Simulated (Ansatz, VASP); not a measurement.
## Two plane-wave programs on Mg2PCl

The input INCAR:

```
SYSTEM = Mg2PCl
  ALGO = Normal
  EDIFF = 1E-7
  ENCUT = 520
  GGA = PS
  ISIF = 2
  ISMEAR = 0
  LASPH = .True.
  LCHARG = .False.
  LREAL = .False.
  LWAVE = .False.
  NBANDS = 16
  NELM = 100
  PREC = Accurate
  SIGMA = 0.1
```

KPOINTS

```
k-points
0
Gamma
  6 6 6
  0 0 0
```

Contents of POSCAR:

```
Mg2PCl
1.0
    1.7657813382      1.0194743309      6.3829456541
   -1.7657813382      1.0194743309      6.3829456541
    0.0000000000     -2.0389486618      6.3829456541
Mg P Cl
2 1 1
Direct
    0.2228150000      0.2228150000      0.2228150000
    0.7771850000      0.7771850000      0.7771850000
    0.5000000000      0.5000000000      0.5000000000
    0.0000000000      0.0000000000      0.0000000000
```

Input for Ansatz:

```yaml
crystal:
  lattice:
    - [1.7657813382, 1.0194743309, 6.3829456541]
    - [-1.7657813382, 1.0194743309, 6.3829456541]
    - [0.0, -2.0389486618, 6.3829456541]
  atoms:
    - { symbol: Mg, position: [0.222815, 0.222815, 0.222815] }
    - { symbol: Mg, position: [0.777185, 0.777185, 0.777185] }
    - { symbol: P, position: [0.5, 0.5, 0.5] }
    - { symbol: Cl, position: [0.0, 0.0, 0.0] }
basis:
  ecutwfc: 420
kpoints:
  mp_grid: { grid: [6, 6, 6] }
hamiltonian:
  xc: pbesol
scf:
  occupations: { method: gaussian, width: 0.1 }
output:
  forces: true
  stress: true
  eigenvalues: true
```

Alike in both runs: task single point; functional PBEsol; k mesh 6 × 6 × 6; occupations gaussian, width 0.1 eV; no spin polarisation.

|  | VASP | Ansatz |
| --- | --- | --- |
| version | VASP 6.6.1 | Ansatz 0.2.0 |
| potentials or method | VASP PAW PBE potentials, release 64 (Mg, P, Cl), cutoff 520 eV | scalar-relativistic, plane waves, PAW |
| valence electrons in the cell | 16 | 32 |

Ansatz gave:

* gap on the k mesh at the Fermi level (eV): 1.38
* least direct gap on the mesh (eV): 1.96
* pressure (GPa): 18.8
* traceless stress, the component that is largest in VASP (GPa): -10.83
* rms of the force components (eV/Å): 1.195

Estimate VASP's values.

gap on the k mesh at the Fermi level (eV): 1.37; least direct gap on the mesh (eV): 1.94; pressure (GPa): 18.9; traceless stress, the component that is largest in VASP (GPa): -10.92; rms of the force components (eV/Å): 1.201.

VASP's potentials were made for PBE, not for PBEsol. Atom by atom the forces differ by 0.007 eV/Å (rms over components). VASP's potentials hold 16 valence electrons a cell and Ansatz's 32, so a difference there can come from the potentials and not from the codes.
